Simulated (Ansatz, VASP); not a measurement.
# Two plane-wave programs on TePb

```
CELL_PARAMETERS angstrom
0.00000 3.19042 3.19042
3.19042 0.00000 3.19042
3.19042 3.19042 0.00000
ATOMIC_POSITIONS crystal
Te 0.00000 0.00000 0.00000
Pb 0.50000 0.50000 0.50000
```

Alike in both runs: functional LDA; k mesh 8 × 8 × 8; occupations gaussian, width 0.02 eV; no spin polarisation.

Ansatz relaxed the structure, and its values are those at the end. VASP's run is a single point on that final structure, the one shown.

|  | VASP | Ansatz |
| --- | --- | --- |
| version | VASP 6.6.1 | Ansatz 0.2.0 |
| potentials or method | VASP PAW LDA potentials, release 64 (Te, Pb_d), cutoff 500 eV | scalar-relativistic, plane waves, PAW |
| valence electrons in the cell | 20 | 30 |

|  | VASP | Ansatz | Ansatz less VASP |
| --- | --- | --- | --- |
| gap on the k mesh at the Fermi level (eV) | 0.55 | 0.57 | +0.016 |
| least direct gap on the mesh (eV) | 0.55 | 0.57 | +0.016 |
| pressure (GPa) | 0.1 | 0.0 | -0.08 |

LDA's correlation is that of Perdew and Zunger in VASP and of Perdew and Wang (1992) in Ansatz. VASP's potentials hold 20 valence electrons a cell and Ansatz's 30, so a difference there can come from the potentials and not from the codes.

Neither program's run includes spin-orbit coupling.
